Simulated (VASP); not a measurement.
# Cu (Pm-3m) in VASP: further runs

Cu is run at these levels: PBE; tasks: single point, relaxation of cell and atoms.

All numbers are computed with VASP 6.6.1; they aren't measurements. Logs are shortened: lines on timing, memory, paths and dates and some standing lists are left out, and cuts for length are marked.

### Step 1. The cell of the first run

It takes space group Pm-3m (No. 221, cubic). The conventional cell has a = 2.186 Å, b = 2.186 Å, c = 2.186 Å, α = 90.00°, β = 90.00°, γ = 90.00°. Within 2.9 Å of Cu (site symmetry m-3m) lie 6 Cu at 2.19 Å.

### Step 2. Single point, PBE

File INCAR:

```
SYSTEM = Cu
ALGO = Normal
EDIFF = 1E-6
ENCUT = 520
GGA = PE
ISIF = 2
ISMEAR = -1
LASPH = .TRUE.
LCHARG = .TRUE.
LELF = .TRUE.
LREAL = .FALSE.
LVHAR = .TRUE.
LWAVE = .FALSE.
NBANDS = 12
NELM = 80
PREC = Accurate
SIGMA = 0.05
```

File KPOINTS:

```
k-points
0
G
  17 17 17
  0 0 0
```

File POSCAR:

```
Cu
1.0
    2.1864865283      0.0000000000      0.0000000000
    0.0000000000      2.1864865283      0.0000000000
    0.0000000000      0.0000000000      2.1864865283
Cu
1
Direct
    0.0000000000      0.0000000000      0.0000000000
```

Potentials or basis: VASP PAW PBE potentials, release 64 (Cu).

Run with:

```sh
$ cat potpaw_PBE.64/Cu/POTCAR > POTCAR
$ mpirun -np 1 vasp_std > vasp.out
```

OUTCAR:

```text
SYSTEM = Cu
   EDIFF = 1E-6
   ENCUT = 520
   GGA = PE
   ISIF = 2
   ISMEAR = -1
   LASPH = .TRUE.
   LREAL = .FALSE.
   NELM = 80
   PREC = Accurate

 ion  position               nearest neighbor table
   1  0.000  0.000  0.000-

  LATTYP: Found a simple cubic cell.
 ALAT       =     2.1864865283

  Lattice vectors:

 A1 = (   2.1864865283,   0.0000000000,   0.0000000000)
 A2 = (   0.0000000000,   2.1864865283,   0.0000000000)
 A3 = (   0.0000000000,   0.0000000000,   2.1864865283)

Analysis of symmetry for initial positions (statically):
=====================================================================
 Subroutine PRICEL returns:
 Original cell was already a primitive cell.

 Routine SETGRP: Setting up the symmetry group for a
 simple cubic supercell.

 Subroutine GETGRP returns: Found 48 space group operations
 (whereof 48 operations were pure point group operations)
 out of a pool of 48 trial point group operations.

The static configuration has the point symmetry O_h .

Analysis of symmetry for dynamics (positions and initial velocities):
=====================================================================
 Subroutine PRICEL returns:
 Original cell was already a primitive cell.

 Routine SETGRP: Setting up the symmetry group for a
 simple cubic supercell.

 Subroutine GETGRP returns: Found 48 space group operations
 (whereof 48 operations were pure point group operations)
 out of a pool of 48 trial point group operations.

The dynamic configuration has the point symmetry O_h .

 Subroutine INISYM returns: Found 48 space group operations
 (whereof 48 operations are pure point group operations),
 and found     1 'primitive' translations

----------------------------------------------------------------------------------------

                                     Primitive cell

  volume of cell :      10.4530

  direct lattice vectors                    reciprocal lattice vectors
     2.186486528  0.000000000  0.000000000     0.457354750  0.000000000  0.000000000
     0.000000000  2.186486528  0.000000000     0.000000000  0.457354750  0.000000000
     0.000000000  0.000000000  2.186486528     0.000000000  0.000000000  0.457354750

  length of vectors
     2.186486528  2.186486528  2.186486528     0.457354750  0.457354750  0.457354750

  position of ions in fractional coordinates (direct lattice)
     0.000000000  0.000000000  0.000000000

  ion indices of the primitive-cell ions
   primitive index   ion index
                 1           1

----------------------------------------------------------------------------------------

 KPOINTS: k-points

Automatic generation of k-mesh.
 Grid dimensions read from file:
 generate k-points for:   17   17   17

 Generating k-lattice:

  Cartesian coordinates                     Fractional coordinates (reciprocal lattice)
     0.026903221  0.000000000  0.000000000     0.058823529  0.000000000  0.000000000
     0.000000000  0.026903221  0.000000000     0.000000000  0.058823529  0.000000000
     0.000000000  0.000000000  0.026903221     0.000000000  0.000000000  0.058823529

  Length of vectors
     0.026903221  0.026903221  0.026903221

  Shift w.r.t. Gamma in fractional coordinates (k-lattice)
     0.000000000  0.000000000  0.000000000

 Subroutine IBZKPT returns following result:
 ===========================================

 Found    165 irreducible k-points:

 Following reciprocal coordinates:
            Coordinates               Weight
  0.000000  0.000000  0.000000      1.000000
  0.058824  0.000000  0.000000      6.000000
  0.117647  0.000000  0.000000      6.000000
  0.176471  0.000000  0.000000      6.000000
  0.235294  0.000000  0.000000      6.000000
  0.294118  0.000000  0.000000      6.000000
[... 16 lines left out ...]
  0.411765  0.117647  0.000000     24.000000
  0.470588  0.117647  0.000000     24.000000
 [... further k-points ...]
   k-points           NKPTS =    165   k-points in BZ     NKDIM =    165   number of bands    NBANDS=     12
   number of dos      NEDOS =    301   number of ions     NIONS =      1
   total plane-waves  NPLWV =   4096
   dimension x,y,z NGX =    16 NGY =   16 NGZ =   16
   dimension x,y,z NGXF=    32 NGYF=   32 NGZF=   32
   ions per type =               1
   NGX,Y,Z   is equivalent  to a cutoff of  12.17, 12.17, 12.17 a.u.
   NGXF,Y,Z  is equivalent  to a cutoff of  24.33, 24.33, 24.33 a.u.
 SYSTEM =  Cu
   PREC   = accura    normal or accurate (medium, high low for compatibility)
   ISTART =      0    job   : 0-new  1-cont  2-samecut
   ICHARG =      2    charge: 1-file 2-atom 10-const
   ISPIN  =      1    spin polarized calculation?
   LNONCOLLINEAR =      F non collinear calculations
   LSORBIT =      F    spin-orbit coupling
   LASPH  =      T    aspherical Exc in radial PAW
   ENCUT  =  520.0 eV  38.22 Ry    6.18 a.u.   4.07  4.07  4.07*2*pi/ulx,y,z
   NELM   =     80;   NELMIN=  2; NELMDL= -5     # of ELM steps
   EDIFF  = 0.1E-05   stopping-criterion for ELM
   LREAL  =      F    real-space projection
   EDIFFG = 0.1E-04   stopping-criterion for IOM
   NSW    =      0    number of steps for IOM
   IBRION =     -1    ionic relax: 0-MD 1-quasi-New 2-CG
   NFREE  =      0    steps in history (QN), initial steepest desc. (CG)
   ISIF   =      2    stress and relaxation
   ISYM   =      2    0-nonsym 1-usesym 2-fastsym
   POTIM  = 0.5000    time-step for ionic-motion
   TEBEG  =    0.0;   TEEND  =   0.0 temperature during run
   PSTRESS=    0.0 pullay stress
   NELECT =      11.0000    total number of electrons
   NUPDOWN=      -1.0000    fix difference up-down
   EMIN   =  10.00;   EMAX   =-10.00  energy-range for DOS
   EFERMI =   0.00;   METHOD = LEGACY
   ISMEAR =    -1;   SIGMA  =   0.05  broadening in eV -4-tet -1-fermi 0-gaus
   EFERMI_NEDOS =   21; number of points for ismear=-14 and -15
   IALGO  =     38    algorithm
   IMIX   =      4    mixing-type and parameters
     AMIX     =   0.40;   BMIX     =  1.00
     AMIX_MAG =   1.60;   BMIX_MAG =  1.00
  volume/ion in A,a.u.               =      10.45        70.54
  Fermi-wavevector in a.u.,A,eV,Ry     =   1.665171  3.146718 37.726173  2.772795
  Thomas-Fermi vector in A             =   2.751588
   LORBIT       =      0    0 simple, 1 ext, 2 COOP (PROOUT), +10 PAW based schemes
   GGA     = PE    functional components
   LHFCALC =     F    Hartree Fock is set to
   AEXX    =    0.0000 exact exchange contribution
   IVDW    =     0    specifies the selected vdW correction
   LEPSILON=     F    determine dielectric tensor
   LRPA    =     F    only Hartree local field effects (RPA)
 non-spin polarized calculation
  energy-cutoff  :      520.00
  volume of cell :       10.45
 maximum number of plane-waves:       292
   NGX =  9   NGY =  9   NGZ =  9

 number of electron      10.9999962 magnetization

 Free energy of the ion-electron system (eV)
  ---------------------------------------------------
  ext. energy  EPLUGINS =         0.00000000
  ---------------------------------------------------
  free energy    TOTEN  =        -2.76396299 eV

  energy without entropy =       -2.76213595  energy(sigma->0) =       -2.76304947

 E-fermi :   9.0950     XC(G=0): -13.3547

 val. band max:        8.9579146735   @ k =   0.3529   0.3529   0.0000
 cond. band min:       9.1403871460   @ k =   0.3529   0.3529   0.0588
 fundamental gap:      0.1824724725
 Fermi energy:         9.0949939639

 k-point     1 :       0.0000    0.0000    0.0000
  band No.  band energies     occupation
      1      -1.0052      2.00000
      2       3.8639      2.00000
      3       3.8639      2.00000
      4       7.6465      2.00000
      5       7.6465      2.00000
      6       7.6465      2.00000
      7      29.9326      0.00000
      8      29.9326      0.00000
      9      29.9326      0.00000
     10      33.9054      0.00000
     11      33.9054      0.00000
     12      39.1814      0.00000

 k-point     2 :       0.0588    0.0000    0.0000
  band No.  band energies     occupation
      1      -0.8891      2.00000
      2       3.8802      2.00000
      3       3.9172      2.00000
      4       7.6023      2.00000
      5       7.6023      2.00000
      6       7.6500      2.00000
      7      28.2993      0.00000
      8      30.0894      0.00000
      9      30.0894      0.00000
     10      33.9293      0.00000
     11      35.1203      0.00000
     12      39.8043      0.00000

 k-point     3 :       0.1176    0.0000    0.0000
  band No.  band energies     occupation
      1      -0.5462      2.00000
      2       3.9269      2.00000
      3       4.0734      2.00000
      4       7.4772      2.00000
      5       7.4772      2.00000
      6       7.6602      2.00000
      7      25.5623      0.00000
      8      30.5527      0.00000
      9      30.5527      0.00000
     10      34.0013      0.00000
     11      36.3497      0.00000
     12      41.9195      0.00000
[... 286 lines left out ...]
 k-point    23 :       0.4118    0.1176    0.0000
  band No.  band energies     occupation
      1       3.4744      2.00000
      2       4.5194      2.00000
      3       5.3566      2.00000
      4       6.5603      2.00000
      5       7.4705      2.00000
      6       7.5957      2.00000
      7      13.8197      0.00000
      8      30.7442      0.00000
      9      35.7466      0.00000
     10      36.8764      0.00000
     11      37.0994      0.00000
     12      43.1342      0.00000

 k-point    24 :       0.4706    0.1176    0.0000
  band No.  band energies     occupation
      1       3.8717      2.00000
      2       4.5879      2.00000
      3       5.2632      2.00000
      4       6.4879      2.00000
      5       7.6039      2.00000
      6       8.0807      2.00000
      7      12.5322      0.00000
      8      31.8674      0.00000
      9      34.4528      0.00000
     10      36.9450      0.00000
     11      38.6590      0.00000
     12      41.3000      0.00000

 [... further k-points ...]
[... 5 lines left out ...]
  --------------------------------------------------------------------------------------
  -------------------------------------------------------------------------------------
  Total        3.9510651      3.9510651      3.9510651     -0.0000000     -0.0000000      0.0000000
  in kB      605.5978906    605.5978906    605.5978906     -0.0000000     -0.0000000      0.0000000
  external PRESSURE =     605.5978906 kB  Pullay stress =       0.0000000 kB

 VOLUME and BASIS-vectors are now :
 -----------------------------------------------------------------------------
  energy-cutoff  :      520.00
  volume of cell :       10.45
      direct lattice vectors                 reciprocal lattice vectors
     2.186486528  0.000000000  0.000000000     0.457354750  0.000000000  0.000000000
     0.000000000  2.186486528  0.000000000     0.000000000  0.457354750  0.000000000
     0.000000000  0.000000000  2.186486528     0.000000000  0.000000000  0.457354750

 POSITION                                       TOTAL-FORCE (eV/Angst)
 -----------------------------------------------------------------------------------
      0.00000      0.00000      0.00000         0.000000      0.000000      0.000000
 -----------------------------------------------------------------------------------
    total drift:                                0.000000      0.000000      0.000000

  FREE ENERGIE OF THE ION-ELECTRON SYSTEM (eV)
  ---------------------------------------------------
  free  energy   TOTEN  =        -2.7639629869 eV

  energy  without entropy=       -2.7621359520  energy(sigma->0) =       -2.76304947
```

Run time: 15 s. Hardware: 1 thread of AMD EPYC 7R43 (Zen 3), shared host; peak memory 0.09 GiB.

Results:

| Quantity | Value |
| --- | --- |
| Free energy | -2.7640 eV |
| Pressure | 60.6 GPa |

Levels at points of the mesh, in eV from the Fermi level:
| k point | band 4 | band 5 | band 6 | band 7 | band 8 | band 9 |
| --- | --- | --- | --- | --- | --- | --- |
| (0.00, 0.00, 0.00) | -1.45 | -1.45 | -1.45 | 20.84 | 20.84 | 20.84 |

### Step 3. Single point, PBE

This run uses another cell than the first one, of 11.14 Å³/atom, 1.066 times its volume.

File INCAR:

```
  ALGO = Normal
  EDIFF = 1E-7
  ENCUT = 520
  GGA = PE
  ISIF = 2
  ISMEAR = -1
  LASPH = T
  LCHARG = F
  LREAL = F
  LWAVE = F
  NBANDS = 12
  NELM = 60
  PREC = Accurate
  SIGMA = 0.05
```

File KPOINTS:

```
k-points
0
Gamma
  17 17 17
```

File POSCAR:

```
Cu
1.0
    2.2333578546      0.0000000000      0.0000000000
    0.0000000000      2.2333578546      0.0000000000
    0.0000000000      0.0000000000      2.2333578546
Cu
1
Direct
    0.0000000000      0.0000000000      0.0000000000
```

Potentials or basis: VASP PAW PBE potentials, release 64 (Cu).

Run with:

```sh
$ cat potpaw_PBE.64/Cu/POTCAR > POTCAR
$ mpirun -np 1 vasp_std > vasp.out
```

Run time: 20 s. Hardware: 1 thread of AMD EPYC 7R43 (Zen 3), shared host; peak memory 0.1 GiB.

Results (log left out):

```
Free energy : -2.9784 eV
Pressure    : 40.4 GPa
```

Levels at points of the mesh, in eV from the Fermi level:
| k point | band 2 | band 3 | band 4 | band 5 | band 6 | band 7 | band 8 | band 9 | band 10 | band 11 |
| --- | --- | --- | --- | --- | --- | --- | --- | --- | --- | --- |
| (0.00, 0.00, 0.00) | -4.86 | -4.86 | -1.42 | -1.42 | -1.42 | 20.07 | 20.07 | 20.07 | 23.89 | 23.89 |

### Step 4. Single point, PBE

This run uses another cell than the first one, of 12.14 Å³/atom, 1.161 times its volume.

File INCAR:

```
PREC = Accurate
ENCUT = 520
EDIFF = 1E-7
ISMEAR = -1
SIGMA = 0.05
LREAL = F
LASPH = T
NELM = 80
ALGO = Normal
ISIF = 2
LWAVE = F
LCHARG = F
GGA = PE
NBANDS = 12
```

File KPOINTS:

```
Automatic mesh
0
Gamma
  17 17 17
```

File POSCAR:

```
Cu
1.0
    2.2980513601      0.0000000000      0.0000000000
    0.0000000000      2.2980513601      0.0000000000
    0.0000000000      0.0000000000      2.2980513601
Cu
1
Direct
    0.0000000000      0.0000000000      0.0000000000
```

Run with:

```sh
$ cat potpaw_PBE.64/Cu/POTCAR > POTCAR
$ mpirun -np 1 vasp_std > vasp.out
```

Run time: 22 s. Hardware: 1 thread of AMD EPYC 7R43 (Zen 3), shared host; peak memory 0.09 GiB.

Results (log left out):

```
Free energy : -3.1633 eV
Pressure    : 20.4 GPa
```

Levels at points of the mesh, in eV from the Fermi level:
```
           k point  band 2  band 3  band 4  band 5  band 6  band 7  band 8  band 9  band 10  band 11
(0.00, 0.00, 0.00)   -4.41   -4.41   -1.37   -1.37   -1.37   19.06   19.06   19.06    22.70    22.70
```

### Step 5. Single point, PBE

This run uses another cell than the first one, of 13.94 Å³/atom, 1.333 times its volume.

File INCAR:

```
SYSTEM = Cu
PREC = Accurate
ENCUT = 520
EDIFF = 1E-7
ISMEAR = -1
SIGMA = 0.05
LREAL = .FALSE.
LASPH = .TRUE.
NELM = 100
ALGO = Normal
ISIF = 2
LWAVE = .FALSE.
LCHARG = .FALSE.
GGA = PE
NBANDS = 12
```

File KPOINTS:

```
regular mesh
0
G
  17 17 17
  0 0 0
```

File POSCAR:

```
Cu
1.0
    2.4065450120      0.0000000000      0.0000000000
    0.0000000000      2.4065450120      0.0000000000
    0.0000000000      0.0000000000      2.4065450120
Cu
1
Direct
    0.0000000000      0.0000000000      0.0000000000
```

Run with:

```sh
$ cat potpaw_PBE.64/Cu/POTCAR > POTCAR
$ mpirun -np 1 vasp_std > vasp.out
```

Run time: 25 s. Hardware: 1 thread of AMD EPYC 7R43 (Zen 3), shared host; peak memory 0.1 GiB.

Results (log left out):

* Free energy: -3.2667 eV
* Pressure: 0.4 GPa

Levels at points of the mesh, in eV from the Fermi level:
| k point | band 4 | band 5 | band 6 | band 7 | band 8 | band 9 |
| --- | --- | --- | --- | --- | --- | --- |
| (0.00, 0.00, 0.00) | -1.31 | -1.31 | -1.31 | 17.52 | 17.52 | 17.52 |

### Step 6. Relaxation of cell and atoms, PBE

This run uses another cell than the first one, of 12.98 Å³/atom, 1.242 times its volume.

File INCAR:

```
SYSTEM = Cu
PREC = Accurate
ENCUT = 600
EDIFF = 1E-7
ISMEAR = -1
SIGMA = 0.05
LREAL = .FALSE.
LASPH = .TRUE.
NELM = 80
ALGO = Normal
ISIF = 3
LWAVE = .FALSE.
LCHARG = .FALSE.
GGA = PE
IBRION = 2
NSW = 80
EDIFFG = -0.01
```

File KPOINTS:

```
Automatic mesh
0
G
  17 17 17
  0 0 0
```

File POSCAR:

```
Cu
1.0
    2.3500000000      0.0000000000      0.0000000000
    0.0000000000      2.3500000000      0.0000000000
    0.0000000000      0.0000000000      2.3500000000
Cu
1
Direct
    0.0000000000      0.0000000000      0.0000000000
```

Potentials or basis: VASP PAW PBE potentials, release 64 (Cu).

Run with:

```sh
$ cat potpaw_PBE.64/Cu/POTCAR > POTCAR
$ mpirun -np 1 vasp_std > vasp.out
```

Run time: 54 s. Hardware: 1 thread of AMD EPYC 7R43 (Zen 3), shared host; peak memory 0.11 GiB.

The run converged. Its results:

| Property | Result |
| --- | --- |
| Free energy | -3.2667 eV |
| Relaxed volume | 14.00 Å³/atom |
| Relaxed cell | a = 2.410 Å, b = 2.410 Å, c = 2.410 Å, α = 90.00°, β = 90.00°, γ = 90.00° |
| Space group after relaxing (to 0.05 Å) | Pm-3m (No. 221) |
| Energy gained by relaxing | 27.1 meV/atom |
| Ionic steps | 3 |
| Pressure after relaxing | 0.0 GPa |

Step by step:
```csv
step,energy change (eV),largest force (eV/Å),pressure (GPa),volume (Å³)
1,0.0000,0.0000,9.16,12.98
2,-0.0233,0.0000,-2.79,14.42
3,-0.0271,0.0000,0.04,14.00
```

Final structure:
```
CELL_PARAMETERS angstrom
2.40987 0.00000 0.00000
0.00000 2.40987 0.00000
0.00000 0.00000 2.40987
ATOMIC_POSITIONS crystal
Cu 0.00000 0.00000 0.00000
```

Levels at points of the mesh, in eV from the Fermi level:
```tsv
k point	band 4	band 5	band 6	band 7	band 8	band 9
(0.00, 0.00, 0.00)	-1.30	-1.30	-1.30	17.48	17.48	17.48
```

### Step 7. The runs side by side

| task | cell | cutoff (eV) | gap on the mesh (eV) | pressure (GPa) |
| --- | --- | --- | --- | --- |
| single point | a = 2.186 Å, 1 atom | 520 | none | 60.6 |
| single point | a = 2.233 Å, 1 atom | 520 | none | 40.4 |
| single point | a = 2.298 Å, 1 atom | 520 | none | 20.4 |
| single point | a = 2.407 Å, 1 atom | 520 | none | 0.4 |
| relaxation of cell and atoms | relaxed from a = 2.350 Å, 1 atom | 600 | none | 0.0 |

Alike in all rows: level PBE; potentials or basis VASP PAW PBE potentials, release 64 (Cu); no spin polarisation; k mesh 17 × 17 × 17; smearing fermi-dirac 0.05 eV.

Total energies depend on the potentials used, so only differences within one code and one set of settings carry meaning.
